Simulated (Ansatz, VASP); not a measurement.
# One calculation of Rh, two programs

Contents of POSCAR:

```
Rh
1.0
    0.0000000000      1.8978500000      1.8978500000
    1.8978500000      0.0000000000      1.8978500000
    1.8978500000      1.8978500000      0.0000000000
Rh
1
Direct
    0.0000000000      0.0000000000      0.0000000000
```

The input INCAR.step1:

```
SYSTEM = Rh
PREC     = Accurate       ! precision mode
ENCUT    = 520            ! plane-wave cutoff, eV
EDIFF    = 1E-5           ! SCF threshold, eV
ISMEAR   = -1             ! smearing method
SIGMA    = 0.05           ! smearing width, eV
LREAL    = .False.        ! projectors in reciprocal space
LASPH    = .True.         ! aspherical terms in the spheres
NELM     = 100            ! most SCF steps
ALGO     = Normal         ! electronic algorithm
ISIF     = 2              ! what is computed and relaxed
LWAVE    = .True.         ! write WAVECAR
LCHARG   = .False.        ! write CHGCAR
NBANDS   = 14             ! bands
GGA      = PE             ! functional
```

INCAR.step2

```
SYSTEM = Rh
PREC     = Accurate       ! precision mode
ENCUT    = 520            ! plane-wave cutoff, eV
EDIFF    = 1E-6           ! SCF threshold, eV
ISMEAR   = -1             ! smearing method
SIGMA    = 0.05           ! smearing width, eV
LREAL    = .False.        ! projectors in reciprocal space
LASPH    = .True.         ! aspherical terms in the spheres
NELM     = 100            ! most SCF steps
ALGO     = Normal         ! electronic algorithm
ISIF     = 2              ! what is computed and relaxed
LWAVE    = .False.        ! write WAVECAR
LCHARG   = .False.        ! write CHGCAR
METAGGA  = R2SCAN         ! meta-GGA
LHFCALC  = .True.         ! exact exchange
AEXX     = 0.25           ! exact-exchange fraction
LMIXTAU  = .True.       
PRECFOCK = Normal       
NBANDS   = 14             ! bands
ISTART   = 1
```

Contents of KPOINTS:

```
regular mesh
0
Gamma
  7 7 7
  0 0 0
```

File input.yaml:

```yaml
crystal:
  lattice:
    - [0.0, 1.89785, 1.89785]
    - [1.89785, 0.0, 1.89785]
    - [1.89785, 1.89785, 0.0]
  atoms:
    - { symbol: Rh, position: [0.0, 0.0, 0.0] }
hamiltonian:
  xc: r2scan0
  pseudopotentials: { kind: paw }
kpoints:
  mp_grid: { grid: [7, 7, 7] }
scf:
  occupations: { method: fermi_dirac, width: 0.05 }
  n_extra_bands: 6
output:
  forces: true
  stress: true
  eigenvalues: true
  dos: { projected: true, de: 0.05 }
```

Alike in both runs: functional r2SCAN0; k mesh 7 × 7 × 7; occupations fermi-dirac, width 0.05 eV; no spin polarisation.

|  | VASP | Ansatz |
| --- | --- | --- |
| version | VASP 6.6.1 | Ansatz 0.2.0 |
| potentials or method | VASP PAW PBE potentials, release 64 (Rh_pv) | Ansatz PAW |
| plane-wave cutoff (eV) | 520 | 500 |
| valence electrons in the cell | 15 | 17 |
| task | single point | projected density of states |

```tsv
	VASP	Ansatz	Ansatz less VASP
gap on the k mesh at the Fermi level (eV)	none	none	-
pressure (GPa)	-7.8	-8.9	-1.13
```

VASP's potentials were made for PBE, not for r2SCAN0. A gap of «none» marks a metal or a gap that the smearing closes. VASP's potentials hold 15 valence electrons a cell and Ansatz's 17, so a difference there can come from the potentials and not from the codes.

The k mesh is coarse, so the values compare programs but aren't converged.
